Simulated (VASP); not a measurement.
# SnTe: vibrations by perturbation theory with PBE

Crystal: SnTe.

```
Te Sn
1.0
     0.00000    3.15085    3.15085
     3.15085    0.00000    3.15085
     3.15085    3.15085    0.00000
Te Sn
1 1
Direct
  0.50000 0.50000 0.50000
  0.00000 0.00000 0.00000
```

```json
{
  "Program": "VASP 6.6.1",
  "Task": "vibrations by perturbation theory",
  "Functional": "PBE",
  "Potentials or basis": "VASP PAW PBE potentials, release 64 (Te, Sn_d)",
  "Cutoff": "520 eV",
  "k mesh": "5 × 5 × 5",
  "Occupations": "fermi-dirac, width 0.05 eV",
  "Spin": "no spin polarisation",
  "Dipole correction": "no",
  "Further INCAR settings": "ALGO = Normal; EDIFF = 1e-08; NBANDS = 17; IBRION = 8; NSW = 1"
}
```

```yaml
Highest_phonon_frequency_at_Γ_LO-TO_splitting_left_out: 0 cm⁻¹
Most_unstable_mode: 26i cm⁻¹
```

Phonon frequencies in cm⁻¹ (negative: imaginary):
| q point | frequencies |
| --- | --- |
| (0.000, 0.000, 0.000) | -26 -26 -26 0 0 0 |

Run time: 85 s on 1 thread of Intel(R) Xeon(R) Platinum 8488C (Sapphire Rapids), with other jobs on the host, peak memory 0.26 GiB.

Caveat: the cell wasn't relaxed at this level first, which shifts response properties; some modes are imaginary.
